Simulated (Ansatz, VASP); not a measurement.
# One calculation of Sc2GeTe2, two programs

```
Sc Ge Te
1.0
     4.14975    0.00000    0.00000
    -2.07487    3.59379    0.00000
     0.00000    0.00000   12.67824
Sc Ge Te
2 1 2
Direct
  0.33333 0.66667 0.21309
  0.33333 0.66667 0.78691
  0.33333 0.66667 0.00000
  0.66667 0.33333 0.67165
  0.66667 0.33333 0.32835
```

Alike in both runs: task single point; functional PBE; k mesh 6 × 6 × 2; occupations gaussian, width 0.1 eV; collinear spin.

```csv
,VASP,Ansatz
version,VASP 6.6.1,Ansatz 0.2.0
potentials or method,"VASP PAW PBE potentials, release 64 (Sc_sv, Ge_d, Te), cutoff 520 eV","scalar-relativistic, plane waves, PAW"
valence electrons in the cell,48,68
```

|  | VASP | Ansatz | Ansatz less VASP |
| --- | --- | --- | --- |
| gap on the k mesh at the Fermi level (eV) | none | none | - |
| pressure (GPa) | 0.1 | 0.0 | -0.06 |
| traceless stress, the component that is largest in VASP (GPa) | 0.09 | 0.08 | -0.017 |
| rms of the force components (eV/Å) | 0.013 | 0.004 | -0.0086 |
| net moment per atom (μB) | 0.00 | 0.00 | 0.000 |

Atom by atom the forces differ by 0.010 eV/Å (rms over components). A gap of «none» marks a metal or a gap that the smearing closes. VASP's potentials hold 48 valence electrons a cell and Ansatz's 68, so a difference there can come from the potentials and not from the codes. Ansatz's warnings: seeded moment not kept.

Neither program's run includes spin-orbit coupling.
